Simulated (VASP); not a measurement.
# C (P6_3/mmc) in VASP: a series of runs

C is run at these levels: LDA; tasks: single point.

The COD entry that gives the cell may itself be a prediction, so a difference from it is no test against experiment.

All numbers are computed with VASP 6.6.1; they aren't measurements. Logs are shortened: lines on timing, memory, paths and dates and some standing lists are left out, and cuts for length are marked.

### 1 The cell of the first run

The structure is hexagonal, space group P6_3/mmc (No. 194). The conventional cell has a = 2.318 Å, b = 2.318 Å, c = 12.497 Å, α = 90.00°, β = 90.00°, γ = 120.00°. C (site symmetry 3m) has 4 C at 1.44 to 1.58 Å within 1.9 Å. Within 1.9 Å of C (site symmetry 3m) lie 4 C at 1.44 to 1.55 Å. Within 1.9 Å of C (site symmetry 3m) lie 4 C at 1.44 to 1.55 Å.

### 2 Single point, LDA

Contents of INCAR:

```
SYSTEM = C
ALGO = Normal
EDIFF = 1E-6
ENCUT = 520
GGA = CA
ISIF = 2
ISMEAR = 0
LASPH = .True.
LCHARG = .False.
LREAL = .False.
LWAVE = .False.
NBANDS = 36
NELM = 80
PREC = Accurate
SIGMA = 0.05
```

Contents of KPOINTS:

```
k-points
0
Gamma
  12 12 2
  0 0 0
```

Contents of POSCAR:

```
C
1.0
    2.3177000000      0.0000000000      0.0000000000
   -1.1588500000      2.0071870784      0.0000000000
    0.0000000000      0.0000000000     12.4967000000
C
12
Direct
    0.0000000000      0.0000000000      0.1868599868
    0.0000000000      0.0000000000      0.6868599868
    0.0000000000      0.0000000000      0.3131400132
    0.0000000000      0.0000000000      0.8131400132
    0.3333333333      0.6666666667      0.5207718743
    0.6666666667      0.3333333333      0.0207718743
    0.3333333333      0.6666666667      0.9792281257
    0.6666666667      0.3333333333      0.4792281257
    0.3333333333      0.6666666667      0.6450609412
    0.6666666667      0.3333333333      0.1450609412
    0.3333333333      0.6666666667      0.8549390588
    0.6666666667      0.3333333333      0.3549390588
```

Potentials or basis: VASP PAW LDA potentials, release 64 (C).

Launch:

```sh
cat potpaw_LDA.64/C/POTCAR > POTCAR
mpirun -np 1 vasp_std > vasp.out
```

OUTCAR:

```text
SYSTEM = C
   EDIFF = 1E-6
   ENCUT = 520
   GGA = CA
   ISIF = 2
   ISMEAR = 0
   LASPH = .True.
   LREAL = .False.
   NELM = 80
   PREC = Accurate

 ion  position               nearest neighbor table
   1  0.000  0.000  0.187-  10 1.44  10 1.44  10 1.44   3 1.58
   2  0.000  0.000  0.687-   9 1.44   9 1.44   9 1.44   4 1.58
   3  0.000  0.000  0.313-  12 1.44  12 1.44  12 1.44   1 1.58
   4  0.000  0.000  0.813-  11 1.44  11 1.44  11 1.44   2 1.58
   5  0.333  0.667  0.521-   8 1.44   8 1.44   8 1.44   9 1.55
   6  0.667  0.333  0.021-   7 1.44   7 1.44   7 1.44  10 1.55
   7  0.333  0.667  0.979-   6 1.44   6 1.44   6 1.44  11 1.55
   8  0.667  0.333  0.479-   5 1.44   5 1.44   5 1.44  12 1.55
   9  0.333  0.667  0.645-   2 1.44   2 1.44   2 1.44   5 1.55
  10  0.667  0.333  0.145-   1 1.44   1 1.44   1 1.44   6 1.55
  11  0.333  0.667  0.855-   4 1.44   4 1.44   4 1.44   7 1.55
  12  0.667  0.333  0.355-   3 1.44   3 1.44   3 1.44   8 1.55

  LATTYP: Found a hexagonal cell.
 ALAT       =     2.3177000000
 C/A-ratio  =     5.3918539932

  Lattice vectors:

 A1 = (   2.3177000000,   0.0000000000,   0.0000000000)
 A2 = (  -1.1588500000,   2.0071870784,   0.0000000000)
 A3 = (   0.0000000000,   0.0000000000,  12.4967000000)

Analysis of symmetry for initial positions (statically):
=====================================================================
 Subroutine PRICEL returns:
 Original cell was already a primitive cell.

 Routine SETGRP: Setting up the symmetry group for a
 hexagonal supercell.

 Subroutine GETGRP returns: Found 24 space group operations
 (whereof 12 operations were pure point group operations)
 out of a pool of 24 trial point group operations.

The static configuration has the point symmetry D_3d.
 The point group associated with its full space group is D_6h.

Analysis of symmetry for dynamics (positions and initial velocities):
=====================================================================
 Subroutine PRICEL returns:
 Original cell was already a primitive cell.

 Routine SETGRP: Setting up the symmetry group for a
 hexagonal supercell.

 Subroutine GETGRP returns: Found 24 space group operations
 (whereof 12 operations were pure point group operations)
 out of a pool of 24 trial point group operations.

The dynamic configuration has the point symmetry D_3d.
 The point group associated with its full space group is D_6h.

 Subroutine INISYM returns: Found 24 space group operations
 (whereof 12 operations are pure point group operations),
 and found     1 'primitive' translations

----------------------------------------------------------------------------------------

                                     Primitive cell

  volume of cell :      58.1354

  direct lattice vectors                    reciprocal lattice vectors
     2.317700000  0.000000000  0.000000000     0.431462225  0.249104832  0.000000000
    -1.158850000  2.007187078  0.000000000     0.000000000  0.498209664  0.000000000
     0.000000000  0.000000000 12.496700000     0.000000000  0.000000000  0.080021126

  length of vectors
     2.317700000  2.317700000 12.496700000     0.498209664  0.498209664  0.080021126

  position of ions in fractional coordinates (direct lattice)
     0.000000000  0.000000000  0.186859987
     0.000000000  0.000000000  0.686859987
     0.000000000  0.000000000  0.313140013
     0.000000000  0.000000000  0.813140013
     0.333333333  0.666666667  0.520771874
     0.666666667  0.333333333  0.020771874
     0.333333333  0.666666667  0.979228126
     0.666666667  0.333333333  0.479228126
     0.333333333  0.666666667  0.645060941
     0.666666667  0.333333333  0.145060941
     0.333333333  0.666666667  0.854939059
     0.666666667  0.333333333  0.354939059

  ion indices of the primitive-cell ions
   primitive index   ion index
                 1           1
                 2           2
                 3           3
                 4           4
                 5           5
                 6           6
                 7           7
                 8           8
                 9           9
                10          10
                11          11
                12          12

----------------------------------------------------------------------------------------

 KPOINTS: k-points

Automatic generation of k-mesh.
 Grid dimensions read from file:
 generate k-points for:   12   12    2

 Generating k-lattice:

  Cartesian coordinates                     Fractional coordinates (reciprocal lattice)
     0.035955185  0.020758736  0.000000000     0.083333333  0.000000000  0.000000000
     0.000000000  0.041517472  0.000000000     0.000000000  0.083333333  0.000000000
     0.000000000  0.000000000  0.040010563     0.000000000  0.000000000  0.500000000

  Length of vectors
     0.041517472  0.041517472  0.040010563

  Shift w.r.t. Gamma in fractional coordinates (k-lattice)
     0.000000000  0.000000000  0.000000000

 Subroutine IBZKPT returns following result:
 ===========================================

 Found     38 irreducible k-points:

 Following reciprocal coordinates:
            Coordinates               Weight
  0.000000  0.000000  0.000000      1.000000
  0.083333  0.000000  0.000000      6.000000
  0.166667 -0.000000  0.000000      6.000000
  0.250000 -0.000000  0.000000      6.000000
  0.333333  0.000000  0.000000      6.000000
  0.416667  0.000000  0.000000      6.000000
[... 16 lines left out ...]
  0.250000 -0.000000  0.500000      6.000000
  0.333333  0.000000  0.500000      6.000000
 [... further k-points ...]
   k-points           NKPTS =     38   k-points in BZ     NKDIM =     38   number of bands    NBANDS=     36
   number of dos      NEDOS =    301   number of ions     NIONS =     12
   total plane-waves  NPLWV =  31104
   dimension x,y,z NGX =    18 NGY =   18 NGZ =   96
   dimension x,y,z NGXF=    36 NGYF=   36 NGZF=  192
   ions per type =              12
   NGX,Y,Z   is equivalent  to a cutoff of  12.91, 12.91, 12.77 a.u.
   NGXF,Y,Z  is equivalent  to a cutoff of  25.82, 25.82, 25.54 a.u.
 SYSTEM =  C
   PREC   = accura    normal or accurate (medium, high low for compatibility)
   ISTART =      0    job   : 0-new  1-cont  2-samecut
   ICHARG =      2    charge: 1-file 2-atom 10-const
   ISPIN  =      1    spin polarized calculation?
   LNONCOLLINEAR =      F non collinear calculations
   LSORBIT =      F    spin-orbit coupling
   LASPH  =      T    aspherical Exc in radial PAW
   ENCUT  =  520.0 eV  38.22 Ry    6.18 a.u.   4.31  4.31 23.24*2*pi/ulx,y,z
   NELM   =     80;   NELMIN=  2; NELMDL= -5     # of ELM steps
   EDIFF  = 0.1E-05   stopping-criterion for ELM
   LREAL  =      F    real-space projection
   EDIFFG = 0.1E-04   stopping-criterion for IOM
   NSW    =      0    number of steps for IOM
   IBRION =     -1    ionic relax: 0-MD 1-quasi-New 2-CG
   NFREE  =      0    steps in history (QN), initial steepest desc. (CG)
   ISIF   =      2    stress and relaxation
   ISYM   =      2    0-nonsym 1-usesym 2-fastsym
   POTIM  = 0.5000    time-step for ionic-motion
   TEBEG  =    0.0;   TEEND  =   0.0 temperature during run
   PSTRESS=    0.0 pullay stress
   NELECT =      48.0000    total number of electrons
   NUPDOWN=      -1.0000    fix difference up-down
   EMIN   =  10.00;   EMAX   =-10.00  energy-range for DOS
   EFERMI =   0.00;   METHOD = LEGACY
   ISMEAR =     0;   SIGMA  =   0.05  broadening in eV -4-tet -1-fermi 0-gaus
   EFERMI_NEDOS =   21; number of points for ismear=-14 and -15
   IALGO  =     38    algorithm
   IMIX   =      4    mixing-type and parameters
     AMIX     =   0.40;   BMIX     =  1.00
     AMIX_MAG =   1.60;   BMIX_MAG =  1.00
  volume/ion in A,a.u.               =       4.84        32.69
  Fermi-wavevector in a.u.,A,eV,Ry     =   1.535825  2.902289 32.092862  2.358759
  Thomas-Fermi vector in A             =   2.642560
   LORBIT       =      0    0 simple, 1 ext, 2 COOP (PROOUT), +10 PAW based schemes
   GGA     = CA    functional components
   LHFCALC =     F    Hartree Fock is set to
   AEXX    =    0.0000 exact exchange contribution
   IVDW    =     0    specifies the selected vdW correction
   LEPSILON=     F    determine dielectric tensor
   LRPA    =     F    only Hartree local field effects (RPA)
 non-spin polarized calculation
 Gauss-broadening in eV      SIGMA  =   0.05
  energy-cutoff  :      520.00
  volume of cell :       58.14
 maximum number of plane-waves:      1606
 NGX is ok and might be reduce to    18

 number of electron      47.9999992 magnetization

 Free energy of the ion-electron system (eV)
  ---------------------------------------------------
  ext. energy  EPLUGINS =         0.00000000
  ---------------------------------------------------
  free energy    TOTEN  =      -118.00652219 eV

  energy without entropy =     -118.00652219  energy(sigma->0) =     -118.00652219

 E-fermi :  12.6694     XC(G=0): -14.2743

 val. band max:       12.3881994914   @ k =   0.0000   0.0000   0.0000
 cond. band min:      15.6576022935   @ k =   0.0000   0.0000   0.0000
 fundamental gap:      3.2694028021
 Fermi energy:        12.6694038151

 k-point     1 :       0.0000    0.0000    0.0000
  band No.  band energies     occupation
      1     -11.4150      2.00000
      2     -10.7279      2.00000
      3     -10.6198      2.00000
      4      -8.5465      2.00000
      5      -8.4796      2.00000
      6      -6.0271      2.00000
[... 28 lines left out ...]
     35      21.4477      0.00000
     36      22.0400      0.00000

 k-point     2 :       0.0833    0.0000    0.0000
  band No.  band energies     occupation
      1     -11.2134      2.00000
      2     -10.5276      2.00000
      3     -10.4198      2.00000
      4      -8.3517      2.00000
      5      -8.2854      2.00000
      6      -5.8504      2.00000
[... 28 lines left out ...]
     35      22.0030      0.00000
     36      22.2144      0.00000

 k-point     3 :       0.1667   -0.0000    0.0000
  band No.  band energies     occupation
      1     -10.6104      2.00000
      2      -9.9281      2.00000
      3      -9.8211      2.00000
      4      -7.7686      2.00000
      5      -7.7045      2.00000
      6      -5.3216      2.00000
[... 28 lines left out ...]
     35      22.1727      0.00000
     36      22.9939      0.00000

 k-point     4 :       0.2500   -0.0000    0.0000
  band No.  band energies     occupation
      1      -9.6102      2.00000
      2      -8.9336      2.00000
      3      -8.8290      2.00000
      4      -6.8030      2.00000
      5      -6.7434      2.00000
      6      -4.4449      2.00000
[... 28 lines left out ...]
     35      23.2520      0.00000
     36      23.4973      0.00000

 k-point     5 :       0.3333    0.0000    0.0000
  band No.  band energies     occupation
      1      -8.2216      2.00000
      2      -7.5536      2.00000
      3      -7.4538      2.00000
      4      -5.4668      2.00000
      5      -5.4171      2.00000
      6      -3.2345      2.00000
[... 655 lines left out ...]
 k-point    22 :       0.1667   -0.0000    0.5000
  band No.  band energies     occupation
      1     -10.4267      2.00000
      2     -10.4267      2.00000
      3      -8.9674      2.00000
      4      -8.9674      2.00000
      5      -6.2871      2.00000
      6      -6.2871      2.00000
[... 28 lines left out ...]
     35      23.1077      0.00000
     36      23.1213      0.00000

 k-point    23 :       0.2500   -0.0000    0.5000
  band No.  band energies     occupation
      1      -9.4280      2.00000
      2      -9.4280      2.00000
      3      -7.9846      2.00000
      4      -7.9846      2.00000
      5      -5.3611      2.00000
      6      -5.3611      2.00000
[... 28 lines left out ...]
     35      22.9380      0.00000
     36      22.9380      0.00000

 k-point    24 :       0.3333    0.0000    0.5000
  band No.  band energies     occupation
      1      -8.0421      2.00000
      2      -8.0421      2.00000
      3      -6.6235      2.00000
      4      -6.6235      2.00000
      5      -4.0850      2.00000
      6      -4.0850      2.00000
[... 28 lines left out ...]
     35      22.7200      0.00000
     36      22.7200      0.00000

 [... further k-points ...]

------------------------ aborting loop because EDIFF is reached ----------------------------------------

  FORCE on cell =-STRESS in cart. coord.  units (eV):
  Direction    XX          YY          ZZ          XY          YZ          ZX
  --------------------------------------------------------------------------------------
  -------------------------------------------------------------------------------------
  Total       47.6324014     47.6324014     -4.0209596     -0.0000000      0.0000000      0.0000000
  in kB     1312.7216336   1312.7216336   -110.8153385     -0.0000000      0.0000000      0.0000000
  external PRESSURE =     838.2093096 kB  Pullay stress =       0.0000000 kB

 VOLUME and BASIS-vectors are now :
 -----------------------------------------------------------------------------
  energy-cutoff  :      520.00
  volume of cell :       58.14
      direct lattice vectors                 reciprocal lattice vectors
     2.317700000  0.000000000  0.000000000     0.431462225  0.249104832  0.000000000
    -1.158850000  2.007187078  0.000000000     0.000000000  0.498209664  0.000000000
     0.000000000  0.000000000 12.496700000     0.000000000  0.000000000  0.080021126

 POSITION                                       TOTAL-FORCE (eV/Angst)
 -----------------------------------------------------------------------------------
      0.00000      0.00000      2.33513        -0.000000     -0.000000      0.814945
      0.00000      0.00000      8.58348         0.000000     -0.000000      0.814945
      0.00000      0.00000      3.91322         0.000000      0.000000     -0.814945
      0.00000      0.00000     10.16157         0.000000      0.000000     -0.814945
     -0.00000      1.33812      6.50793         0.000000      0.000000      0.802731
      1.15885      0.66906      0.25958        -0.000000     -0.000000      0.802731
     -0.00000      1.33812     12.23712        -0.000000      0.000000     -0.802731
      1.15885      0.66906      5.98877        -0.000000      0.000000     -0.802731
     -0.00000      1.33812      8.06113        -0.000000     -0.000000     -0.655726
      1.15885      0.66906      1.81278         0.000000      0.000000     -0.655726
     -0.00000      1.33812     10.68392        -0.000000     -0.000000      0.655726
      1.15885      0.66906      4.43557         0.000000      0.000000      0.655726
 -----------------------------------------------------------------------------------
    total drift:                                0.000000      0.000000      0.000000

  FREE ENERGIE OF THE ION-ELECTRON SYSTEM (eV)
  ---------------------------------------------------
  free  energy   TOTEN  =      -118.0065221857 eV

  energy  without entropy=     -118.0065221857  energy(sigma->0) =     -118.00652219
```

It took 2 min on 1 thread of AMD EPYC 7R13 (Zen 3), shared host; peak memory 0.14 GiB.

Results:

```
Free energy            : -118.0065 eV
Pressure               : 83.8 GPa
Largest force          : 0.815 eV/Å
Band gap on the k mesh : 3.27 eV, direct
```

Forces on the atoms (eV/Å):
```
C    0.000  0.000  0.815
C    0.000  0.000  0.815
C    0.000  0.000 -0.815
C    0.000  0.000 -0.815
C    0.000  0.000  0.803
C    0.000  0.000  0.803
C    0.000  0.000 -0.803
C    0.000  0.000 -0.803
C    0.000  0.000 -0.656
C    0.000  0.000 -0.656
C    0.000  0.000  0.656
C    0.000  0.000  0.656
```

Levels at points of the mesh, in eV from the valence-band top:
```csv
k point,band 22,band 23,band 24,band 25,band 26,band 27
"(0.00, 0.00, 0.00)",-0.69,0.00,0.00,3.27,6.73,6.73
"(0.50, 0.00, 0.00)",-4.72,-4.45,-3.79,4.51,5.65,6.15
"(0.00, 0.00, 0.50)",-0.24,-0.24,-0.24,5.04,5.04,7.04
"(0.50, 0.00, 0.50)",-4.69,-4.06,-4.06,4.77,4.77,6.31
```

A k mesh can miss the band edges.

### 3 Single point, LDA

This run uses another cell than the first one, of the same volume but with other edges.

Contents of INCAR:

```
SYSTEM = C
ALGO = Normal ; EDIFF = 1E-6
ENCUT = 520 ; ISIF = 2
ISMEAR = 0 ; LASPH = .TRUE.
LCHARG = .FALSE. ; LREAL = .FALSE.
LWAVE = .FALSE. ; NBANDS = 36
NELM = 80 ; PREC = Accurate
SIGMA = 0.05
```

Contents of KPOINTS:

```
k-points
0
G
  12 12 2
  0 0 0
```

Edit POSCAR of step 2 so:

```diff
@@ -2,5 +2,5 @@
 1.0
-    2.3177000000      0.0000000000      0.0000000000
-   -1.1588500000      2.0071870784      0.0000000000
-    0.0000000000      0.0000000000     12.4967000000
+    2.3758000000      0.0000000000      0.0000000000
+   -1.1879000000      2.0575031543      0.0000000000
+    0.0000000000      0.0000000000     11.8821000000
 C
```

Potentials or basis: VASP PAW LDA potentials, release 64 (C).

Launch:

```sh
cat potpaw_LDA.64/C/POTCAR > POTCAR
mpirun -np 1 vasp_std > vasp.out
```

Wall time 2.6 min (1 thread of AMD EPYC 7R13 (Zen 3), shared host); peak memory 0.14 GiB.

It converged, with:

* Free energy: -119.5040 eV
* Pressure: 79.1 GPa
* Largest force: 0.298 eV/Å
* Band gap on the k mesh: 4.94 eV, indirect (least direct gap 5.52 eV)

Forces on the atoms (eV/Å):
```
C    0.000  0.000  0.298
C    0.000  0.000  0.298
C    0.000  0.000 -0.298
C    0.000  0.000 -0.298
C    0.000  0.000  0.203
C    0.000  0.000  0.203
C    0.000  0.000 -0.203
C    0.000  0.000 -0.203
C    0.000  0.000 -0.206
C    0.000  0.000 -0.206
C    0.000  0.000  0.206
C    0.000  0.000  0.206
```

Stress tensor (GPa, compression positive):
```
86.84  0.00  0.00
 0.00 86.84  0.00
 0.00  0.00 63.68
```

Levels at points of the mesh, in eV from the valence-band top:
```
           k point  band 20  band 21  band 22  band 23  band 24  band 25  band 26  band 27  band 28  band 29
(0.00, 0.00, 0.00)    -1.08    -1.08    -0.23     0.00     0.00     5.52     5.89     5.89     7.07     7.07
(0.50, 0.00, 0.00)    -4.99    -4.73    -4.68    -4.23    -3.43     5.18     5.56     5.76     5.99     6.91
(0.00, 0.00, 0.50)    -1.69    -0.35    -0.35    -0.35    -0.35     6.32     6.32     6.32     6.32     6.55
(0.50, 0.00, 0.50)    -5.70    -4.39    -4.39    -3.81    -3.81     5.33     5.33     6.09     6.09     6.56
```

A k mesh can miss the band edges.
